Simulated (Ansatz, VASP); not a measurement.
## One calculation of CuO, two programs

```
CELL_PARAMETERS angstrom
2.34185 -1.71130 0.00000
4.68370 3.42260 0.00000
-0.85003 0.00000 5.05787
ATOMIC_POSITIONS crystal
Cu 0.00000 0.25000 0.00000
Cu 0.50000 0.00000 0.50000
Cu 0.00000 0.75000 0.00000
Cu 0.50000 0.50000 0.50000
O 0.58160 0.20920 0.25000
O 0.41840 0.29080 0.75000
O 0.58160 0.70920 0.25000
O 0.41840 0.79080 0.75000
```

Alike in both runs: task single point; functional PBEsol; k mesh 7 × 4 × 4; occupations gaussian, width 0.05 eV; collinear spin; Hubbard terms Cu d U = 7.0 eV.

|  | VASP | Ansatz |
| --- | --- | --- |
| version | VASP 6.6.1 | Ansatz 0.2.0 |
| potentials or method | VASP PAW PBE potentials, release 64 (Cu, O), cutoff 520 eV | scalar-relativistic, plane waves, PAW |
| valence electrons in the cell | 68 | 100 |

Ansatz gave:

- gap on the k mesh at the Fermi level (eV): 0.70
- least direct gap on the mesh (eV): 0.83
- pressure (GPa): 0.7
- rms of the force components (eV/Å): 0.112
- net moment per atom (μB): 0.00
- size of the moment on the site where the two differ most (μB): 0.60

Problem. Which values does VASP return?

Solution. gap on the k mesh at the Fermi level (eV): 1.39; least direct gap on the mesh (eV): 1.49; pressure (GPa): -6.3; rms of the force components (eV/Å): 0.085; net moment per atom (μB): 0.00; size of the moment on the site where the two differ most (μB): 0.69.

VASP's potentials were made for PBE, not for PBEsol. Site moments also hang on the region over which each program counts them. The programs project onto different local orbitals, so the same U acts differently, and such runs can settle in different states. VASP's potentials hold 68 valence electrons a cell and Ansatz's 100, so a difference there can come from the potentials and not from the codes.
